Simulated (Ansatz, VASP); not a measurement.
# Two plane-wave programs on LiF

```
CELL_PARAMETERS angstrom
0.00000 1.99487 1.99487
1.99487 0.00000 1.99487
1.99487 1.99487 0.00000
ATOMIC_POSITIONS crystal
Li 0.00000 0.00000 0.00000
F 0.50000 0.50000 0.50000
```

Alike in both runs: task single point; functional PBEsol; k mesh 8 × 8 × 8; no spin polarisation.

|  | VASP | Ansatz |
| --- | --- | --- |
| version | VASP 6.6.1 | Ansatz 0.2.0 |
| potentials or method | VASP PAW PBE potentials, release 64 (Li_sv, F) | plane waves |
| plane-wave cutoff (eV) | 520 | 420 |
| occupations | gaussian, width 0.01 eV | fixed |
| valence electrons in the cell | 10 | 10 |

Ansatz gave:

| Item | Value |
| --- | --- |
| gap on the k mesh at the Fermi level (eV) | 9.17 |

Task: Estimate VASP's values.

Result: gap on the k mesh at the Fermi level (eV): 9.18.

VASP's potentials were made for PBE, not for PBEsol.

Noted on VASP's run: the cutoff is short for stress, so the pressure is rough.
